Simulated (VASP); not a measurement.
Here is a VASP 6.6.1 calculation.

Contents of INCAR:

```
PREC = Accurate ; ENCUT = 520
EDIFF = 1E-7 ; ISMEAR = -1
SIGMA = 0.05 ; LREAL = Auto
LASPH = True ; NELM = 80
ALGO = Normal ; ISIF = 2
LWAVE = False ; LCHARG = True
GGA = PS ; LELF = True
LVHAR = True ; NBANDS = 167
ISYM = 0
```

File KPOINTS:

```
Automatic mesh
0
Gamma
  1 1 1
  0.25 0.25 0.25
```

File POSCAR:

```
Si63S
1.0
   10.8655790000      0.0000000000      0.0000000000
    0.0000000000     10.8655790000      0.0000000000
    0.0000000000      0.0000000000     10.8655790000
Si S
63 1
Direct
    0.0002470000      0.9997780000      0.0000680000
    0.9978480000      0.9974120000      0.4978960000
    0.9978340000      0.4976070000      0.9976680000
    0.0013960000      0.5003890000      0.5006860000
    0.4980450000      0.9974210000      0.9976780000
    0.5008550000      0.0009630000      0.5006710000
    0.5008390000      0.5004090000      0.0012570000
    0.1256630000      0.1251970000      0.1254840000
    0.1243700000      0.1239140000      0.6240120000
    0.1243450000      0.6237260000      0.1241810000
    0.1265190000      0.6260620000      0.6263200000
    0.6241460000      0.1239260000      0.1241940000
    0.6264940000      0.1260780000      0.6263380000
    0.6264770000      0.6260440000      0.1263530000
    0.6240730000      0.6236120000      0.6239160000
    0.2505160000      0.2500690000      0.9996900000
    0.2502030000      0.2497420000      0.4996500000
    0.2493120000      0.7495760000      0.0004690000
    0.2501190000      0.7519590000      0.5014050000
    0.7500410000      0.2488310000      0.0004810000
    0.7523790000      0.2496790000      0.5014140000
    0.7502390000      0.7498140000      0.9992370000
    0.7482360000      0.7477790000      0.4968180000
    0.3755230000      0.3750710000      0.1254060000
    0.3703200000      0.3698630000      0.6351760000
    0.3747510000      0.8741020000      0.1255240000
    0.3750590000      0.8767070000      0.6255090000
    0.8745740000      0.3742920000      0.1255480000
    0.8771490000      0.3746100000      0.6255230000
    0.8752740000      0.8748320000      0.1249610000
    0.8732690000      0.8728050000      0.6252990000
    0.2505210000      0.9993980000      0.2503590000
    0.2492800000      0.0001710000      0.7498750000
    0.2502220000      0.4994040000      0.2500210000
    0.2501270000      0.5011360000      0.7522000000
    0.7500290000      0.0002010000      0.2491160000
    0.7502600000      0.9989530000      0.7500840000
    0.7523980000      0.5011280000      0.2499630000
    0.7482570000      0.4965390000      0.7481180000
    0.3755130000      0.1251160000      0.3753560000
    0.3747380000      0.1252630000      0.8744020000
    0.3703060000      0.6349400000      0.3701210000
    0.3750660000      0.6252170000      0.8769630000
    0.8745500000      0.1252590000      0.3745650000
    0.8752710000      0.1246620000      0.8751310000
    0.8771510000      0.6252250000      0.3748990000
    0.8732660000      0.6250530000      0.8731050000
    0.9998880000      0.2500780000      0.2503580000
    0.0006150000      0.2488400000      0.7499030000
    0.0006310000      0.7496010000      0.2491290000
    0.9994190000      0.7498150000      0.7501040000
    0.4998130000      0.2497700000      0.2500540000
    0.5015630000      0.2496760000      0.7522260000
    0.5015730000      0.7519500000      0.2499670000
    0.4969660000      0.7477900000      0.7480660000
    0.1255900000      0.3750860000      0.3753480000
    0.1256970000      0.3743140000      0.8743820000
    0.1256950000      0.8741100000      0.3745850000
    0.1251480000      0.8748340000      0.8751380000
    0.6353380000      0.3698880000      0.3701670000
    0.6256610000      0.3746060000      0.8770010000
    0.6256900000      0.8766990000      0.3748980000
    0.6254880000      0.8728590000      0.8731220000
    0.4981410000      0.4976410000      0.4979320000
```

Potentials or basis: VASP PAW PBE potentials, release 64 (Si, S).

Command:

```console
$ cat potpaw_PBE.64/Si/POTCAR potpaw_PBE.64/S/POTCAR > POTCAR
$ mpirun -np 1 vasp_std > vasp.out
```

**Question.** Estimate the pressure.

**Answer.** 0.0 GPa.

**Question.** Predict the band gap on the k mesh.

**Answer.** 0.35 eV.

Forces on the atoms (eV/Å):
```
Si   0.052  0.047  0.052
Si   0.107  0.107  0.192
Si   0.106  0.193  0.108
Si   0.051  0.046  0.045
Si   0.193  0.106  0.108
Si   0.046  0.050  0.047
Si   0.045  0.044  0.047
Si  -0.022 -0.021 -0.021
Si  -0.049 -0.044 -0.065
Si  -0.045 -0.067 -0.045
Si  -0.070 -0.046 -0.046
Si  -0.065 -0.045 -0.044
Si  -0.046 -0.069 -0.046
Si  -0.043 -0.044 -0.067
Si   0.127  0.125  0.126
Si   0.019  0.019  0.082
Si   0.067  0.064  0.113
Si   0.002  0.010  0.070
Si  -0.040  0.016  0.158
Si   0.010  0.006  0.070
Si   0.019 -0.040  0.158
Si   0.009  0.007  0.065
Si   0.013  0.012  0.170
Si  -0.037 -0.034 -0.008
Si  -0.127 -0.128 -0.361
Si  -0.107 -0.022 -0.044
Si  -0.016 -0.027 -0.017
Si  -0.025 -0.108 -0.045
Si  -0.030 -0.017 -0.015
Si  -0.026 -0.021 -0.035
Si  -0.063 -0.061 -0.131
Si   0.018  0.082  0.016
Si   0.004  0.073  0.011
Si   0.064  0.110  0.065
Si  -0.041  0.158  0.016
Si   0.011  0.070  0.002
Si   0.009  0.066  0.006
Si   0.015  0.160 -0.042
Si   0.010  0.170  0.009
Si  -0.035 -0.007 -0.036
Si  -0.105 -0.049 -0.022
Si  -0.128 -0.362 -0.124
Si  -0.017 -0.015 -0.028
Si  -0.018 -0.047 -0.102
Si  -0.025 -0.032 -0.025
Si  -0.029 -0.015 -0.017
Si  -0.063 -0.133 -0.062
Si   0.081  0.016  0.020
Si   0.072  0.004  0.009
Si   0.070  0.009  0.004
Si   0.063  0.007  0.007
Si   0.111  0.060  0.065
Si   0.158 -0.040  0.018
Si   0.159  0.018 -0.043
Si   0.175  0.015  0.015
Si  -0.009 -0.034 -0.035
Si  -0.043 -0.109 -0.024
Si  -0.044 -0.022 -0.109
Si  -0.038 -0.023 -0.026
Si  -0.360 -0.128 -0.128
Si  -0.014 -0.017 -0.028
Si  -0.016 -0.027 -0.018
Si  -0.136 -0.066 -0.067
S    0.048  0.049  0.049
```

Caveat: the k points lie up to 0.58 Å⁻¹ apart; the PAW data sets were made with another functional, which shifts forces and pressure a little.
